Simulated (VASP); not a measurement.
# LiCl (Fm-3m) in VASP: a series of runs

Runs on LiCl. Level: LDA. Tasks: vibrations by perturbation theory.

Program: VASP 6.6.1. These are calculated values, not measurements. Logs are shortened: lines on timing, memory, paths and dates and some standing lists are left out, and cuts for length are marked.

## (1) The cell of the first run

The structure is cubic, space group Fm-3m (No. 225). The conventional cell has a = 4.939 Å, b = 4.939 Å, c = 4.939 Å, α = 90.00°, β = 90.00°, γ = 90.00°. Within 3.3 Å of Li (site symmetry m-3m) lie 6 Cl at 2.47 Å. Within 3.3 Å of Cl (site symmetry m-3m) lie 6 Li at 2.47 Å.

## (2) Vibrations by perturbation theory, LDA (15.06 Å³/atom)

The input, INCAR:

```
SYSTEM = LiCl
PREC     = Accurate       ! precision mode
ENCUT    = 520            ! plane-wave cutoff, eV
EDIFF    = 1E-8           ! SCF threshold, eV
ISMEAR   = 0              ! smearing method
SIGMA    = 0.01           ! smearing width, eV
LREAL    = .FALSE.        ! projectors in reciprocal space
LASPH    = .TRUE.         ! aspherical terms in the spheres
NELM     = 100            ! most SCF steps
ALGO     = Normal         ! electronic algorithm
ISIF     = 2              ! what is computed and relaxed
LWAVE    = .FALSE.        ! write WAVECAR
LCHARG   = .TRUE.         ! write CHGCAR
GGA      = CA             ! functional
IBRION   = 8              ! ionic algorithm
NSW      = 1              ! ionic steps
```

The input, KPOINTS:

```
Automatic mesh
0
G
  8 8 8
  0 0 0
```

The input, POSCAR:

```
LiCl
1.0
    0.0000000000      2.4695902290      2.4695902290
    2.4695902290      0.0000000000      2.4695902290
    2.4695902290      2.4695902290      0.0000000000
Li Cl
1 1
Direct
    0.0000000000      0.0000000000      0.0000000000
    0.5000000000      0.5000000000      0.5000000000
```

Potentials or basis: VASP PAW LDA potentials, release 64 (Li_sv, Cl).

Launch:

```
$ cat potpaw_LDA.64/Li_sv/POTCAR potpaw_LDA.64/Cl/POTCAR > POTCAR
$ mpirun -np 1 vasp_std > vasp.out
```

OUTCAR:

```text
SYSTEM = LiCl
   PREC = Accurate
   ENCUT = 520
   EDIFF = 1E-8
   ISMEAR = 0
   LREAL = .FALSE.
   LASPH = .TRUE.
   NELM = 100
   ISIF = 2
   GGA = CA
   IBRION = 8
   NSW = 1

 ion  position               nearest neighbor table
   1  0.000  0.000  0.000-   2 2.47   2 2.47   2 2.47   2 2.47   2 2.47   2 2.47
   2  0.500  0.500  0.500-   1 2.47   1 2.47   1 2.47   1 2.47   1 2.47   1 2.47

  LATTYP: Found a face centered cubic cell.
 ALAT       =     4.9391804580

  Lattice vectors:

 A1 = (   0.0000000000,   2.4695902290,   2.4695902290)
 A2 = (   2.4695902290,   0.0000000000,   2.4695902290)
 A3 = (   2.4695902290,   2.4695902290,   0.0000000000)

Analysis of symmetry for initial positions (statically):
=====================================================================
 Subroutine PRICEL returns:
 Original cell was already a primitive cell.

 Routine SETGRP: Setting up the symmetry group for a
 face centered cubic supercell.

 Subroutine GETGRP returns: Found 48 space group operations
 (whereof 48 operations were pure point group operations)
 out of a pool of 48 trial point group operations.

The static configuration has the point symmetry O_h .

Analysis of symmetry for dynamics (positions and initial velocities):
=====================================================================
 Subroutine PRICEL returns:
 Original cell was already a primitive cell.

 Routine SETGRP: Setting up the symmetry group for a
 face centered cubic supercell.

 Subroutine GETGRP returns: Found 48 space group operations
 (whereof 48 operations were pure point group operations)
 out of a pool of 48 trial point group operations.

The dynamic configuration has the point symmetry O_h .

 Subroutine INISYM returns: Found 48 space group operations
 (whereof 48 operations are pure point group operations),
 and found     1 'primitive' translations

----------------------------------------------------------------------------------------

                                     Primitive cell

  volume of cell :      30.1234

  direct lattice vectors                    reciprocal lattice vectors
     0.000000000  2.469590229  2.469590229    -0.202462738  0.202462738  0.202462738
     2.469590229  0.000000000  2.469590229     0.202462738 -0.202462738  0.202462738
     2.469590229  2.469590229  0.000000000     0.202462738  0.202462738 -0.202462738

  length of vectors
     3.492527995  3.492527995  3.492527995     0.350675749  0.350675749  0.350675749

  position of ions in fractional coordinates (direct lattice)
     0.000000000  0.000000000  0.000000000
     0.500000000  0.500000000  0.500000000

  ion indices of the primitive-cell ions
   primitive index   ion index
                 1           1
                 2           2

----------------------------------------------------------------------------------------

 KPOINTS: Automatic mesh

Automatic generation of k-mesh.
 Grid dimensions read from file:
 generate k-points for:    8    8    8

 Generating k-lattice:

  Cartesian coordinates                     Fractional coordinates (reciprocal lattice)
    -0.025307842  0.025307842  0.025307842     0.125000000  0.000000000  0.000000000
     0.025307842 -0.025307842  0.025307842     0.000000000  0.125000000  0.000000000
[... 85 lines left out ...]
   AEXX    =    0.0000 exact exchange contribution
   IVDW    =     0    specifies the selected vdW correction
   LEPSILON=     F    determine dielectric tensor
   LRPA    =     F    only Hartree local field effects (RPA)
 non-spin polarized calculation
 Gauss-broadening in eV      SIGMA  =   0.01
  energy-cutoff  :      520.00
  volume of cell :       30.12
 maximum number of plane-waves:       869
 NGX is ok and might be reduce to    28
   NGX = 13   NGY = 13   NGZ = 13

--------------------------------------- Ionic step        1  -------------------------------------------

 number of electron      10.0000000 magnetization

 number of electron       9.9999994 magnetization

 Free energy of the ion-electron system (eV)
  ---------------------------------------------------
  ext. energy  EPLUGINS =         0.00000000
  ---------------------------------------------------
  free energy    TOTEN  =        -8.09527896 eV

  energy without entropy =       -8.09527896  energy(sigma->0) =       -8.09527896

 E-fermi :   1.5557     XC(G=0):  -9.6542

 val. band max:        1.3815709869   @ k =   0.0000   0.0000   0.0000
 cond. band min:       7.9096658599   @ k =   0.5000   0.0000   0.0000
 fundamental gap:      6.5280948731
 Fermi energy:         1.5557164503

 k-point     1 :       0.0000    0.0000    0.0000
  band No.  band energies     occupation
      1     -40.9460      2.00000
      2     -12.3849      2.00000
      3       1.3816      2.00000
      4       1.3816      2.00000
      5       1.3816      2.00000
      6       8.1009      0.00000
      7      13.2044      0.00000
      8      13.2044      0.00000
      9      13.2044      0.00000
[... 265 lines left out ...]
 k-point    24 :      -0.3750    0.2500    0.1250
  band No.  band energies     occupation
      1     -40.9390      2.00000
      2     -11.4684      2.00000
      3      -1.7123      2.00000
      4      -0.2574      2.00000
      5       0.6593      2.00000
      6       9.5168      0.00000
      7      10.6141      0.00000
      8      11.9028      0.00000
      9      13.6362      0.00000

 [... further k-points ...]

------------------------ aborting loop because EDIFF is reached ----------------------------------------

  FORCE on cell =-STRESS in cart. coord.  units (eV):
  Direction    XX          YY          ZZ          XY          YZ          ZX
  --------------------------------------------------------------------------------------
  -------------------------------------------------------------------------------------
  Total        0.1056044      0.1056044      0.1056044      0.0000000     -0.0000000     -0.0000000
  in kB        5.6167856      5.6167856      5.6167856      0.0000000     -0.0000000     -0.0000000
  external PRESSURE =       5.6167856 kB  Pullay stress =       0.0000000 kB

 VOLUME and BASIS-vectors are now :
 -----------------------------------------------------------------------------
  energy-cutoff  :      520.00
  volume of cell :       30.12
      direct lattice vectors                 reciprocal lattice vectors
     0.000000000  2.469590229  2.469590229    -0.202462738  0.202462738  0.202462738
     2.469590229  0.000000000  2.469590229     0.202462738 -0.202462738  0.202462738
     2.469590229  2.469590229  0.000000000     0.202462738  0.202462738 -0.202462738

 POSITION                                       TOTAL-FORCE (eV/Angst)
 -----------------------------------------------------------------------------------
      0.00000      0.00000      0.00000         0.000000     -0.000000     -0.000000
      2.46959      2.46959      2.46959        -0.000000      0.000000      0.000000
 -----------------------------------------------------------------------------------
    total drift:                                0.000000      0.000000      0.000000

  FREE ENERGIE OF THE ION-ELECTRON SYSTEM (eV)
  ---------------------------------------------------
  free  energy   TOTEN  =        -8.0952789585 eV

  energy  without entropy=       -8.0952789585  energy(sigma->0) =       -8.09527896

[... ionic steps 2 to 3 ...]

--------------------------------------- Ionic step        4  -------------------------------------------

------------------------ aborting loop because EDIFF is reached ----------------------------------------

[... ionic steps 5 to 6 ...]

--------------------------------------- Ionic step        7  -------------------------------------------

 Free energy of the ion-electron system (eV)
  ---------------------------------------------------
  ---------------------------------------------------
  free energy    TOTEN  =        -0.18333088 eV

  energy without entropy =       -0.18333088

------------------------ aborting loop because EDIFF is reached ----------------------------------------

 INTERNAL STRAIN TENSOR  FOR ION    2  DIRECTION 1   (eV/Angst):
 -----------------------------------------------------------------------------
     0.00208  0.00000  0.00000
     0.00000  0.01066  0.00000
     0.00000  0.00000  0.01066

 INTERNAL STRAIN TENSOR FOR ION    2 for displacements in x,y,z  (eV/Angst):
          X           Y           Z          XY          YZ          ZX
  --------------------------------------------------------------------------------
  x     0.00000     0.00000     0.00000     0.00000     0.00000     0.00000
  y     0.00000     0.00000     0.00000     0.00000     0.00000     0.00000
  z     0.00000     0.00000     0.00000     0.00000     0.00000     0.00000

 SECOND DERIVATIVES (NOT SYMMETRIZED)
 ------------------------------------
               1X          1Y          1Z          2X          2Y          2Z
  1X    -1.202893    0.000000    0.000000    1.202893    0.000000    0.000000
  1Y     0.000000   -1.202893    0.000000    0.000000    1.202893    0.000000
  1Z     0.000000    0.000000   -1.202893    0.000000    0.000000    1.202893
  2X     1.220953    0.000000    0.000000   -1.220953    0.000000    0.000000
  2Y     0.000000    1.220953    0.000000    0.000000   -1.220953    0.000000
  2Z     0.000000    0.000000    1.220953    0.000000    0.000000   -1.220953

 Eigenvectors and eigenvalues of the dynamical matrix
 ----------------------------------------------------

   1 f  =    7.096158 THz    44.586473 2PiTHz  236.702340 cm-1    29.347337 meV
             X         Y         Z           dx          dy          dz
      0.000000  0.000000  0.000000     0.000000   -0.000000   -0.912604
      2.469590  2.469590  2.469590     0.000000   -0.000000    0.408845
[... 21 lines left out ...]
   6 f/i=    0.019728 THz     0.123956 2PiTHz    0.658064 cm-1     0.081589 meV
             X         Y         Z           dx          dy          dz
      0.000000  0.000000  0.000000    -0.366039   -0.181287    0.017471
      2.469590  2.469590  2.469590    -0.817053   -0.404659    0.038997

--------------------------------------------------------------------------------------------------------

 ELASTIC MODULI CONTR FROM IONIC RELAXATION (kBar)
 Direction    XX          YY          ZZ          XY          YZ          ZX
 --------------------------------------------------------------------------------
 XX           0.0000      0.0000      0.0000      0.0000      0.0000      0.0000
 YY           0.0000      0.0000      0.0000      0.0000      0.0000      0.0000
 ZZ           0.0000      0.0000      0.0000      0.0000      0.0000      0.0000
 XY           0.0000      0.0000      0.0000      0.0000      0.0000      0.0000
 YZ           0.0000      0.0000      0.0000      0.0000      0.0000      0.0000
 ZX           0.0000      0.0000      0.0000      0.0000      0.0000      0.0000
 --------------------------------------------------------------------------------
```

It took 1.7 min on 1 thread of Intel Xeon 8259CL, shared host; peak memory 0.18 GiB.

Results:

```yaml
Highest_phonon_frequency_at_Γ_LO-TO_splitting_left_out: 237 cm⁻¹
```

Phonon frequencies in cm⁻¹ (negative: imaginary):
```csv
q point,frequencies
"(0.000, 0.000, 0.000)",-1 -1 -1 237 237 237
```

Caveat: the cutoff is under 1.25 times the usual one of these potentials, so pressure, stress and relaxed cells hold a basis-set (Pulay) error.

## (3) Vibrations by perturbation theory, LDA

This run uses another cell than the first one, of 15.29 Å³/atom.

The input, INCAR:

```
SYSTEM = LiCl
ALGO = Normal
EDIFF = 1E-8
ENCUT = 520
IBRION = 8
ISIF = 2
ISMEAR = 0
LASPH = .True.
LCHARG = .True.
LREAL = .False.
LWAVE = .False.
NBANDS = 12
NELM = 100
NSW = 1
PREC = Accurate
SIGMA = 0.01
```

The input, KPOINTS:

```
k-points
0
Gamma
  8 8 8
  0 0 0
```

The input, POSCAR:

```
LiCl
1.0
    0.0000000000      2.4820631185      2.4820631185
    2.4820631185      0.0000000000      2.4820631185
    2.4820631185      2.4820631185      0.0000000000
Li Cl
1 1
Direct
    0.0000000000      0.0000000000      0.0000000000
    0.5000000000      0.5000000000      0.5000000000
```

Potentials or basis: VASP PAW LDA potentials, release 64 (Li_sv, Cl).

Launch:

```
$ cat potpaw_LDA.64/Li_sv/POTCAR potpaw_LDA.64/Cl/POTCAR > POTCAR
$ mpirun -np 1 vasp_std > vasp.out
```

OUTCAR:

```text
SYSTEM = LiCl
   EDIFF = 1E-8
   ENCUT = 520
   IBRION = 8
   ISIF = 2
   ISMEAR = 0
   LASPH = .True.
   LREAL = .False.
   NELM = 100
   NSW = 1
   PREC = Accurate

 ion  position               nearest neighbor table
   1  0.000  0.000  0.000-   2 2.48   2 2.48   2 2.48   2 2.48   2 2.48   2 2.48
   2  0.500  0.500  0.500-   1 2.48   1 2.48   1 2.48   1 2.48   1 2.48   1 2.48

  LATTYP: Found a face centered cubic cell.
 ALAT       =     4.9641262370

  Lattice vectors:

 A1 = (   0.0000000000,   2.4820631185,   2.4820631185)
 A2 = (   2.4820631185,   0.0000000000,   2.4820631185)
 A3 = (   2.4820631185,   2.4820631185,   0.0000000000)

Analysis of symmetry for initial positions (statically):
=====================================================================
 Subroutine PRICEL returns:
 Original cell was already a primitive cell.

[... 591 lines left out ...]

------------------------ aborting loop because EDIFF is reached ----------------------------------------

 INTERNAL STRAIN TENSOR  FOR ION    2  DIRECTION 1   (eV/Angst):
 -----------------------------------------------------------------------------
     0.00216 -0.00000  0.00000
    -0.00000  0.01049  0.00000
    -0.00000  0.00000  0.01049

 INTERNAL STRAIN TENSOR FOR ION    2 for displacements in x,y,z  (eV/Angst):
          X           Y           Z          XY          YZ          ZX
  --------------------------------------------------------------------------------
  x     0.00000     0.00000     0.00000     0.00000     0.00000     0.00000
  y     0.00000     0.00000     0.00000     0.00000     0.00000     0.00000
  z     0.00000     0.00000     0.00000     0.00000     0.00000     0.00000

 SECOND DERIVATIVES (NOT SYMMETRIZED)
 ------------------------------------
               1X          1Y          1Z          2X          2Y          2Z
  1X    -1.095230    0.000000    0.000000    1.095230    0.000000    0.000000
  1Y     0.000000   -1.095230    0.000000    0.000000    1.095230    0.000000
  1Z     0.000000    0.000000   -1.095230    0.000000    0.000000    1.095230
  2X     1.119626    0.000000    0.000000   -1.119626    0.000000    0.000000
  2Y     0.000000    1.119626    0.000000    0.000000   -1.119626    0.000000
  2Z     0.000000    0.000000    1.119626    0.000000    0.000000   -1.119626

 Eigenvectors and eigenvalues of the dynamical matrix
 ----------------------------------------------------

   1 f  =    6.775229 THz    42.570022 2PiTHz  225.997328 cm-1    28.020085 meV
             X         Y         Z           dx          dy          dz
      0.000000  0.000000  0.000000     0.912055   -0.000000    0.000000
      2.482063  2.482063  2.482063    -0.410067    0.000000    0.000000
[... 21 lines left out ...]
   6 f/i=    0.027912 THz     0.175373 2PiTHz    0.931029 cm-1     0.115433 meV
             X         Y         Z           dx          dy          dz
      0.000000  0.000000  0.000000     0.000000    0.000000   -0.410067
      2.482063  2.482063  2.482063     0.000000    0.000000   -0.912055

--------------------------------------------------------------------------------------------------------

 ELASTIC MODULI CONTR FROM IONIC RELAXATION (kBar)
 Direction    XX          YY          ZZ          XY          YZ          ZX
 --------------------------------------------------------------------------------
 XX           0.0000      0.0000      0.0000      0.0000      0.0000      0.0000
 YY           0.0000      0.0000      0.0000      0.0000      0.0000      0.0000
 ZZ           0.0000      0.0000      0.0000      0.0000      0.0000      0.0000
 XY           0.0000      0.0000      0.0000      0.0000      0.0000      0.0000
 YZ           0.0000      0.0000      0.0000      0.0000      0.0000      0.0000
 ZX           0.0000      0.0000      0.0000      0.0000      0.0000      0.0000
 --------------------------------------------------------------------------------
```

stdout:

```text
POSCAR found type information on POSCAR LiCl
 POSCAR found :  2 types and       2 ions
 scaLAPACK will be used
 LDA part: xc-table for (Slater(with rela. corr.)+CA(PZ))
 , standard interpolation
 POSCAR, INCAR and KPOINTS ok, starting setup
 FFT: planning ... GRIDC
 FFT: planning ... GRID_SOFT
 FFT: planning ... GRID
 WAVECAR not read
 entering main loop
 Linear response reoptimize wavefunctions to high precision
 Linear response DOF=           2
 Linear response progress:
 first order change of Fermi-energy   0.21435E-04
 force on displaced ion       1 direction 1 :  -1.095   0.000   0.000
 Linear response progress:
 first order change of Fermi-energy   0.29784E-03
 force on displaced ion       2 direction 1 :  -1.120   0.000   0.000
 Linear response finished
```

Wall time 2.3 min (1 thread of Intel Xeon 8259CL, shared host); peak memory 0.18 GiB.

Results:

```yaml
Highest_phonon_frequency_at_Γ_LO-TO_splitting_left_out: 226 cm⁻¹
```

Phonon frequencies in cm⁻¹ (negative: imaginary):
```csv
q point,frequencies
"(0.000, 0.000, 0.000)",-1 -1 -1 226 226 226
```

Caveat: the cutoff is under 1.25 times the usual one of these potentials, so pressure, stress and relaxed cells hold a basis-set (Pulay) error.

(Continued in part 2 of 2.)
